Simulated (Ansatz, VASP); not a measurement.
## One calculation of Ti, two programs

```xyz
1
Lattice="0.0000 1.9691 2.0300 1.9691 0.0000 2.0300 1.9691 1.9691 0.0000" Properties=species:S:1:pos:R:3 pbc="T T T"
Ti    0.0000    0.0000    0.0000
```

Change from the starting cell: equal xx and yy strain of -3 %, PAW files.

Alike in both runs: task electric field gradients; functional PBE; k mesh 15 × 15 × 15; occupations fermi-dirac, width 0.05 eV; no spin polarisation.

|  | VASP | Ansatz |
| --- | --- | --- |
| version | VASP 6.6.1 | Ansatz 0.2.0 |
| potentials or method | VASP PAW PBE potentials, release 64 (Ti_sv) | PAW with Ansatz's default frozen-core files, scalar-relativistic |
| plane-wave cutoff (eV) | 400 | 420 |
| valence electrons in the cell | 12 | 12 |

|  | VASP | Ansatz | Ansatz less VASP |
| --- | --- | --- | --- |
| pressure (GPa) | 11.4 | 12.7 | +1.30 |
| traceless stress, the component that is largest in VASP (GPa) | -0.65 | -0.63 | +0.021 |
| size of Vzz on the site where it differs most (V/Å²) | 3.7 | 3.9 | +0.20 |

With one functional, cell and mesh, what is left measures potentials, basis and numerics.
